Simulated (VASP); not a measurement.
# Ta2C (P-3m1) in VASP: single point with BLYP+D3(BJ)

Aim: the single point of Ta2C with BLYP+D3(BJ).

Program: VASP 6.6.1. These are calculated values, not measurements. Logs are shortened: lines on timing, memory, paths and dates and some standing lists are left out, and cuts for length are marked.

**1. The cell of the first run**

Symmetry: P-3m1, No. 164, trigonal system. The conventional cell has a = 3.097 Å, b = 3.097 Å, c = 4.905 Å, α = 90.00°, β = 90.00°, γ = 120.00°. Within 3.1 Å of Ta (site symmetry 3m) lie 3 C at 2.19 Å and 12 Ta at 2.98 to 3.10 Å. Within 2.9 Å of C (site symmetry -3m) lie 6 Ta at 2.19 Å.

**2. Single point, BLYP+D3(BJ) (13.58 Å³/atom)**

Input file INCAR:

```
SYSTEM = Ta2C
  PREC = Accurate
  ENCUT = 700
  EDIFF = 1E-6
  ISMEAR = 0
  SIGMA = 0.05
  LREAL = .False.
  LASPH = .True.
  NELM = 120
  ALGO = Normal
  ISIF = 2
  LWAVE = .False.
  LCHARG = .False.
  GGA = B5
  ALDAX = 1.0
  AGGAX = 1.0
  AGGAC = 1.0
  ALDAC = 0.0
  IVDW = 12
  VDW_S6 = 1.0
  VDW_S8 = 2.6996
  VDW_A1 = 0.4298
  VDW_A2 = 4.2359
  NBANDS = 22
  GGA_COMPAT = .False.
```

Input file KPOINTS:

```
Automatic mesh
0
Gamma
  8 8 6
  0 0 0
```

Input file POSCAR:

```
Ta2C
1.0
    3.0968126452     -0.0000000001      0.0000000000
   -1.5484063225      2.6819184216      0.0000000000
    0.0000000000      0.0000000000      4.9050296085
Ta C
2 1
Direct
    0.3333333333      0.6666666667      0.2570023579
    0.6666666667      0.3333333333      0.7429976421
    0.0000000000      0.0000000000      0.0000000000
```

Potentials or basis: VASP PAW PBE potentials, release 64 (Ta_sv_GW, C).

Run with:

```bash
$ cat potpaw_PBE.64/Ta_sv_GW/POTCAR potpaw_PBE.64/C/POTCAR > POTCAR
$ mpirun -np 1 vasp_std > vasp.out
```

OUTCAR:

```text
SYSTEM = Ta2C
   PREC = Accurate
   ENCUT = 700
   EDIFF = 1E-6
   ISMEAR = 0
   LREAL = .False.
   LASPH = .True.
   NELM = 120
   ISIF = 2
   GGA = B5
   IVDW = 12
 IVDW          = 12

 ion  position               nearest neighbor table
   1  0.333  0.667  0.257-   3 2.19   3 2.19   3 2.19   2 2.98   2 2.98   2 2.98   2 3.09   2 3.09
                             2 3.09
   2  0.667  0.333  0.743-   3 2.19   3 2.19   3 2.19   1 2.98   1 2.98   1 2.98   1 3.09   1 3.09
                             1 3.09
   3  0.000  0.000  0.000-   1 2.19   2 2.19   2 2.19   1 2.19   2 2.19   1 2.19

  LATTYP: Found a hexagonal cell.
 ALAT       =     3.0968126452
 C/A-ratio  =     1.5838961443

  Lattice vectors:

 A1 = (   3.0968126452,  -0.0000000001,   0.0000000000)
 A2 = (  -1.5484063225,   2.6819184216,   0.0000000000)
 A3 = (   0.0000000000,   0.0000000000,   4.9050296085)

Analysis of symmetry for initial positions (statically):
=====================================================================
 Subroutine PRICEL returns:
 Original cell was already a primitive cell.

 Routine SETGRP: Setting up the symmetry group for a
 hexagonal supercell.

 Subroutine GETGRP returns: Found 12 space group operations
 (whereof 12 operations were pure point group operations)
 out of a pool of 24 trial point group operations.

The static configuration has the point symmetry D_3d.

Analysis of symmetry for dynamics (positions and initial velocities):
=====================================================================
 Subroutine PRICEL returns:
 Original cell was already a primitive cell.

 Routine SETGRP: Setting up the symmetry group for a
 hexagonal supercell.

 Subroutine GETGRP returns: Found 12 space group operations
 (whereof 12 operations were pure point group operations)
 out of a pool of 24 trial point group operations.

The dynamic configuration has the point symmetry D_3d.

 Subroutine INISYM returns: Found 12 space group operations
 (whereof 12 operations are pure point group operations),
 and found     1 'primitive' translations

----------------------------------------------------------------------------------------

                                     Primitive cell

  volume of cell :      40.7382

  direct lattice vectors                    reciprocal lattice vectors
     3.096812645 -0.000000000  0.000000000     0.322912657  0.186433710  0.000000000
    -1.548406322  2.681918422  0.000000000     0.000000000  0.372867419  0.000000000
     0.000000000  0.000000000  4.905029608     0.000000000  0.000000000  0.203872368

  length of vectors
     3.096812645  3.096812645  4.905029608     0.372867419  0.372867419  0.203872368

  position of ions in fractional coordinates (direct lattice)
     0.333333333  0.666666667  0.257002358
     0.666666667  0.333333333  0.742997642
     0.000000000  0.000000000  0.000000000

  ion indices of the primitive-cell ions
   primitive index   ion index
                 1           1
                 2           2
                 3           3

----------------------------------------------------------------------------------------

 KPOINTS: Automatic mesh

Automatic generation of k-mesh.
 Grid dimensions read from file:
 generate k-points for:    8    8    6

 Generating k-lattice:

  Cartesian coordinates                     Fractional coordinates (reciprocal lattice)
     0.040364082  0.023304214  0.000000000     0.125000000 -0.000000000  0.000000000
     0.000000000  0.046608427  0.000000000     0.000000000  0.125000000  0.000000000
     0.000000000  0.000000000  0.033978728     0.000000000  0.000000000  0.166666667

  Length of vectors
     0.046608427  0.046608427  0.033978728

  Shift w.r.t. Gamma in fractional coordinates (k-lattice)
     0.000000000  0.000000000  0.000000000

 Subroutine IBZKPT returns following result:
 ===========================================

 Found     50 irreducible k-points:

 Following reciprocal coordinates:
            Coordinates               Weight
  0.000000  0.000000  0.000000      1.000000
  0.125000  0.000000  0.000000      6.000000
  0.250000  0.000000  0.000000      6.000000
  0.375000  0.000000  0.000000      6.000000
  0.500000  0.000000  0.000000      3.000000
  0.125000  0.125000  0.000000      6.000000
[... 16 lines left out ...]
 -0.125000  0.500000  0.166667     12.000000
  0.250000  0.250000  0.166667     12.000000
 [... further k-points ...]
   k-points           NKPTS =     50   k-points in BZ     NKDIM =     50   number of bands    NBANDS=     22
   number of dos      NEDOS =    301   number of ions     NIONS =      3
   total plane-waves  NPLWV =  32928
   dimension x,y,z NGX =    28 NGY =   28 NGZ =   42
   dimension x,y,z NGXF=    56 NGYF=   56 NGZF=   84
   ions per type =               2   1
   NGX,Y,Z   is equivalent  to a cutoff of  15.03, 15.03, 14.24 a.u.
   NGXF,Y,Z  is equivalent  to a cutoff of  30.06, 30.06, 28.47 a.u.
 SYSTEM =  Ta2C
   PREC   = accura    normal or accurate (medium, high low for compatibility)
   ISTART =      0    job   : 0-new  1-cont  2-samecut
   ICHARG =      2    charge: 1-file 2-atom 10-const
   ISPIN  =      1    spin polarized calculation?
   LNONCOLLINEAR =      F non collinear calculations
   LSORBIT =      F    spin-orbit coupling
   LASPH  =      T    aspherical Exc in radial PAW
   ENCUT  =  700.0 eV  51.45 Ry    7.17 a.u.   6.68  6.68 10.58*2*pi/ulx,y,z
   NELM   =    120;   NELMIN=  2; NELMDL= -5     # of ELM steps
   EDIFF  = 0.1E-05   stopping-criterion for ELM
   LREAL  =      F    real-space projection
   EDIFFG = 0.1E-04   stopping-criterion for IOM
   NSW    =      0    number of steps for IOM
   IBRION =     -1    ionic relax: 0-MD 1-quasi-New 2-CG
   NFREE  =      0    steps in history (QN), initial steepest desc. (CG)
   ISIF   =      2    stress and relaxation
   ISYM   =      2    0-nonsym 1-usesym 2-fastsym
   POTIM  = 0.5000    time-step for ionic-motion
   TEBEG  =    0.0;   TEEND  =   0.0 temperature during run
   PSTRESS=    0.0 pullay stress
   NELECT =      30.0000    total number of electrons
   NUPDOWN=      -1.0000    fix difference up-down
   EMIN   =  10.00;   EMAX   =-10.00  energy-range for DOS
   EFERMI =   0.00;   METHOD = LEGACY
   ISMEAR =     0;   SIGMA  =   0.05  broadening in eV -4-tet -1-fermi 0-gaus
   EFERMI_NEDOS =   21; number of points for ismear=-14 and -15
   IALGO  =     38    algorithm
   IMIX   =      4    mixing-type and parameters
     AMIX     =   0.40;   BMIX     =  1.00
     AMIX_MAG =   1.60;   BMIX_MAG =  1.00
  volume/ion in A,a.u.               =      13.58        91.64
  Fermi-wavevector in a.u.,A,eV,Ry     =   1.478363  2.793702 29.736327  2.185558
  Thomas-Fermi vector in A             =   2.592654
   LORBIT       =      0    0 simple, 1 ext, 2 COOP (PROOUT), +10 PAW based schemes
   GGA     = B5    functional components
   LHFCALC =     F    Hartree Fock is set to
   AEXX    =    0.0000 exact exchange contribution
   IVDW    =    12    specifies the selected vdW correction
   LEPSILON=     F    determine dielectric tensor
   LRPA    =     F    only Hartree local field effects (RPA)
 non-spin polarized calculation
 Gauss-broadening in eV      SIGMA  =   0.05
  energy-cutoff  :      700.00
  volume of cell :       40.74
 maximum number of plane-waves:      1743
 NGX is ok and might be reduce to    28
   NGX = 13   NGY = 13   NGZ = 21

 number of electron      29.9999998 magnetization

 Free energy of the ion-electron system (eV)
  ---------------------------------------------------
  ext. energy  EPLUGINS =         0.00000000
  ---------------------------------------------------
  free energy    TOTEN  =       -35.69988461 eV

  energy without entropy =      -35.69894537  energy(sigma->0) =      -35.69941499

 E-fermi :  11.6145     XC(G=0): -12.5677

 val. band max:       11.5934519896   @ k =   0.1250   0.0000   0.1667
 cond. band min:      11.6244809561   @ k =   0.0000   0.1250   0.1667
 fundamental gap:      0.0310289665
 Fermi energy:        11.6144908859

 k-point     1 :       0.0000    0.0000    0.0000
  band No.  band energies     occupation
      1     -55.9612      2.00000
      2     -55.8853      2.00000
      3     -23.1344      2.00000
      4     -22.4313      2.00000
      5     -22.4313      2.00000
      6     -22.3086      2.00000
[... 14 lines left out ...]
     21      14.2951      0.00000
     22      19.4710      0.00000

 k-point     2 :       0.1250    0.0000    0.0000
  band No.  band energies     occupation
      1     -55.9531      2.00000
      2     -55.8822      2.00000
      3     -23.0904      2.00000
      4     -22.5246      2.00000
      5     -22.4634      2.00000
      6     -22.3996      2.00000
[... 14 lines left out ...]
     21      15.7117      0.00000
     22      19.2571      0.00000

 k-point     3 :       0.2500    0.0000    0.0000
  band No.  band energies     occupation
      1     -55.9325      2.00000
      2     -55.8758      2.00000
      3     -22.9723      2.00000
      4     -22.7459      2.00000
      5     -22.6087      2.00000
      6     -22.5346      2.00000
[... 14 lines left out ...]
     21      17.7106      0.00000
     22      18.6135      0.00000

 k-point     4 :       0.3750    0.0000    0.0000
  band No.  band energies     occupation
      1     -55.9092      2.00000
      2     -55.8720      2.00000
      3     -22.9654      2.00000
      4     -22.8279      2.00000
      5     -22.7967      2.00000
      6     -22.6008      2.00000
[... 14 lines left out ...]
     21      17.9382      0.00000
     22      18.1002      0.00000

 k-point     5 :       0.5000    0.0000    0.0000
  band No.  band energies     occupation
      1     -55.8975      2.00000
      2     -55.8724      2.00000
      3     -23.0540      2.00000
      4     -22.8865      2.00000
      5     -22.7274      2.00000
      6     -22.6272      2.00000
[... 417 lines left out ...]
 k-point    22 :       0.3750    0.1250    0.1667
  band No.  band energies     occupation
      1     -55.8960      2.00000
      2     -55.8740      2.00000
      3     -23.0313      2.00000
      4     -22.8977      2.00000
      5     -22.7137      2.00000
      6     -22.6096      2.00000
[... 14 lines left out ...]
     21      17.6420      0.00000
     22      18.0153      0.00000

 k-point    23 :      -0.1250    0.5000    0.1667
  band No.  band energies     occupation
      1     -55.8959      2.00000
      2     -55.8740      2.00000
      3     -23.0419      2.00000
      4     -22.8936      2.00000
      5     -22.6935      2.00000
      6     -22.6159      2.00000
[... 14 lines left out ...]
     21      17.2356      0.00000
     22      18.4683      0.00000

 k-point    24 :       0.2500    0.2500    0.1667
  band No.  band energies     occupation
      1     -55.8960      2.00000
      2     -55.8740      2.00000
      3     -22.9394      2.00000
      4     -22.9141      2.00000
      5     -22.6984      2.00000
      6     -22.6425      2.00000
[... 14 lines left out ...]
     21      17.2466      0.00000
     22      18.8301      0.00000

 [... further k-points ...]

------------------------ aborting loop because EDIFF is reached ----------------------------------------

 Edisp (eV)   -3.74650

 E8    (eV) :    -2.9070

  FORCE on cell =-STRESS in cart. coord.  units (eV):
  Direction    XX          YY          ZZ          XY          YZ          ZX
  --------------------------------------------------------------------------------------
  -------------------------------------------------------------------------------------
  Total       0.20532     0.20532     0.22642     0.00000    -0.00000    -0.00000
  in kB       8.07505     8.07505     8.90466     0.00000    -0.00000    -0.00000
  external pressure =        8.35 kB  Pullay stress =        0.00 kB

 VOLUME and BASIS-vectors are now :
 -----------------------------------------------------------------------------
  energy-cutoff  :      700.00
  volume of cell :       40.74
      direct lattice vectors                 reciprocal lattice vectors
     3.096812645 -0.000000000  0.000000000     0.322912657  0.186433710  0.000000000
    -1.548406322  2.681918422  0.000000000     0.000000000  0.372867419  0.000000000
     0.000000000  0.000000000  4.905029608     0.000000000  0.000000000  0.203872368

 POSITION                                       TOTAL-FORCE (eV/Angst)
 -----------------------------------------------------------------------------------
     -0.00000      1.78795      1.26060        -0.000000      0.000000      0.042710
      1.54841      0.89397      3.64443         0.000000     -0.000000     -0.042710
      0.00000      0.00000      0.00000         0.000000     -0.000000      0.000000
 -----------------------------------------------------------------------------------
    total drift:                                0.000000     -0.000000      0.000000

  FREE ENERGIE OF THE ION-ELECTRON SYSTEM (eV)
  ---------------------------------------------------
  free  energy   TOTEN  =       -39.4463830040 eV

  energy  without entropy=      -39.4454437719  energy(sigma->0) =      -39.44591339
```

Run time: 46 s. Hardware: 1 thread of Intel Xeon 6975P-C (Granite Rapids), shared host; peak memory 0.23 GiB.

Results:

| Quantity | Value |
| --- | --- |
| Free energy | -39.4464 eV |
| Pressure | 0.8 GPa |
| Largest force | 0.043 eV/Å |
| Band gap on the k mesh | zero (bands 15 and 16 overlap by 0.78 eV) |
| Dispersion energy per atom | -1.249 eV |

Forces on the atoms (eV/Å):
```
Ta   0.000  0.000  0.043
Ta   0.000  0.000 -0.043
C    0.000  0.000  0.000
```

Levels at points of the mesh, in eV from the Fermi level:
| k point | band 12 | band 13 | band 14 | band 15 | band 16 | band 17 | band 18 | band 19 |
| --- | --- | --- | --- | --- | --- | --- | --- | --- |
| (0.00, 0.00, 0.00) | -3.46 | -2.85 | 0.09 | 0.51 | 0.51 | 1.16 | 1.16 | 2.22 |
| (0.50, 0.00, 0.00) | -3.92 | -3.65 | -1.72 | -0.12 | 3.24 | 3.43 | 4.70 | 5.12 |
| (0.00, 0.00, 0.50) | -3.75 | -1.92 | -1.30 | -0.27 | -0.27 | 3.07 | 3.07 | 3.42 |
| (0.50, 0.00, 0.50) | -3.43 | -2.31 | -1.00 | -0.92 | 1.34 | 1.37 | 4.33 | 4.76 |

Caveat: the dispersion term is far too large for a dense solid, which distorts pressure and volume; the PAW data sets were made with another functional, which shifts forces and pressure a little; spin-orbit coupling is left out, which moves the levels of the heavy elements.

The gap in the log of VASP goes by the Fermi energy; the results here count the filled bands.